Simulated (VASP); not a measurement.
Wanted: the native input for a VASP 6.6.1 run.

```
Task                   : electric field gradients
Functional             : LDA
Potentials or basis    : VASP PAW LDA potentials, release 64 (Na_pv, F)
Cutoff                 : 520 eV
k mesh                 : 10 × 10 × 10
Occupations            : fermi-dirac, width 0.02 eV
Spin                   : no spin polarisation
Dipole correction      : no
Further INCAR settings : ALGO = Normal; EDIFF = 1e-08; NBANDS = 14
```

The structure of NaF lies in POSCAR:

```
NaF
1.0
    0.0000000000      2.3233000000      2.2768340000
    2.3233000000      0.0000000000      2.2768340000
    2.3233000000      2.3233000000      0.0000000000
Na F
1 1
Direct
    0.0000000000      0.0000000000      0.0000000000
    0.5000000000      0.5000000000      0.5000000000
```

This cell differs from its parent crystal: zz strain of -2 %.

These files were run (other wordings do the same):

INCAR

```
PREC     = Accurate       # precision mode
ENCUT    = 520            # plane-wave cutoff, eV
EDIFF    = 1E-8           # SCF threshold, eV
ISMEAR   = -1             # smearing method
SIGMA    = 0.02           # smearing width, eV
LREAL    = F              # projectors in reciprocal space
LASPH    = T              # aspherical terms in the spheres
NELM     = 100            # most SCF steps
ALGO     = Normal         # electronic algorithm
ISIF     = 2              # what is computed and relaxed
LWAVE    = F              # write WAVECAR
LCHARG   = F              # write CHGCAR
GGA      = CA             # functional
LEFG     = T            
NBANDS   = 14             # bands
```

KPOINTS

```
Automatic mesh
0
Gamma
  10 10 10
```

Potentials or basis: VASP PAW LDA potentials, release 64 (Na_pv, F).

Command:

```sh
$ cat potpaw_LDA.64/Na_pv/POTCAR potpaw_LDA.64/F/POTCAR > POTCAR
$ mpirun -np 1 vasp_std > vasp.out
```

It gave:

```json
{"Pressure": "-3.8 GPa", "Band gap on the k mesh": "6.02 eV, direct"}
```

Caveat: the cell differs from its parent crystal (zz strain of -2 %); without QUAD_EFG the Cq values of the log hold for a quadrupole moment of 1 mb, not for the nuclei.

It took 15 s on 1 thread of Intel(R) Xeon(R) Platinum 8488C (Sapphire Rapids) (shared host), peak memory 0.14 GiB.
